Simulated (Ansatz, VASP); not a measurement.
InSb in VASP and in Ansatz

The input POSCAR:

```
InSb
1.0
    0.0000000000      3.2790729700      3.2790729700
    3.2790729700      0.0000000000      3.2790729700
    3.2790729700      3.2790729700      0.0000000000
In Sb
1 1
Direct
    0.0000000000      0.0000000000      0.0000000000
    0.2500000000      0.2500000000      0.2500000000
```

The input INCAR.step1:

```
SYSTEM = InSb
ALGO = Normal
EDIFF = 1E-4
ENCUT = 520
GGA = PE
ISMEAR = -1
LASPH = .TRUE.
LCHARG = .FALSE.
LREAL = .FALSE.
LWAVE = .TRUE.
NBANDS = 16
NELM = 80
PREC = Accurate
SIGMA = 0.1
```

Contents of INCAR.step2:

```
SYSTEM = InSb
ALGO = Normal
EDIFF = 1E-6
ENCUT = 520
ISIF = 2
ISMEAR = -1
ISTART = 1
LASPH = .TRUE.
LCHARG = .TRUE.
LELF = .TRUE.
LMIXTAU = .TRUE.
LREAL = .FALSE.
LVHAR = .TRUE.
LWAVE = .FALSE.
METAGGA = R2SCAN
NBANDS = 16
NELM = 80
PREC = Accurate
SIGMA = 0.1
```

The input KPOINTS:

```
k-points
0
G
  9 9 9
  0 0 0
```

Input for Ansatz:

```yaml
crystal:
  lattice:
    - [0.0, 3.27907297, 3.27907297]
    - [3.27907297, 0.0, 3.27907297]
    - [3.27907297, 3.27907297, 0.0]
  atoms:
    - { symbol: In, position: [0.0, 0.0, 0.0] }
    - { symbol: Sb, position: [0.25, 0.25, 0.25] }
  symmetry: { tolerance: 0.0003 }
hamiltonian:
  xc: r2scan
  pseudopotentials: { kind: paw, azcp: { folder: soft_1 } }
basis:
  ecutwfc: 500
magnetization:
  spin_polarized: false
scf:
  occupations: { method: fermi_dirac, width: 0.1 }
kpoints:
  mp_grid: { grid: [9, 9, 9], shift: [0, 0, 0] }
  band_path:
    path:
      - [0.0, 0.0, 0.0]
      - [-0.5, -0.5, 0.0]
      - [-0.375, -0.375, 0.25]
      - [-0.375, 0.0, 0.375]
      - [0.0, 0.0, 0.0]
      - [0.0, 0.0, 0.5]
      - [-0.5, -0.25, 0.25]
      - [-0.5, -0.5, 0.0]
    npoints: 15
output:
  forces: true
  stress: true
  eigenvalues: true
  bader: true
  populations: true
  elf: true
  write_potential: true
  write_density: true
  volumetric_format: npy
  dos:
    e_range: [-12, 8]
    de: 0.05
    projected: { site_lists: { In: [In], Sb: [Sb] } }
```

Alike in both runs: task single point; functional r2SCAN; k mesh 9 × 9 × 9; occupations fermi-dirac, width 0.1 eV; no spin polarisation.

|  | VASP | Ansatz |
| --- | --- | --- |
| version | VASP 6.6.1 | Ansatz 0.2.0 |
| potentials or method | VASP PAW PBE potentials, release 64 (In_d, Sb), cutoff 520 eV | PAW plane waves |
| valence electrons in the cell | 18 | 28 |

|  | VASP | Ansatz | Ansatz less VASP |
| --- | --- | --- | --- |
| pressure (GPa) | 0.0 | 0.0 | +0.04 |

VASP's potentials were made for PBE, not for r2SCAN. VASP's potentials hold 18 valence electrons a cell and Ansatz's 28, so a difference there can come from the potentials and not from the codes.

Spin-orbit coupling is off throughout.
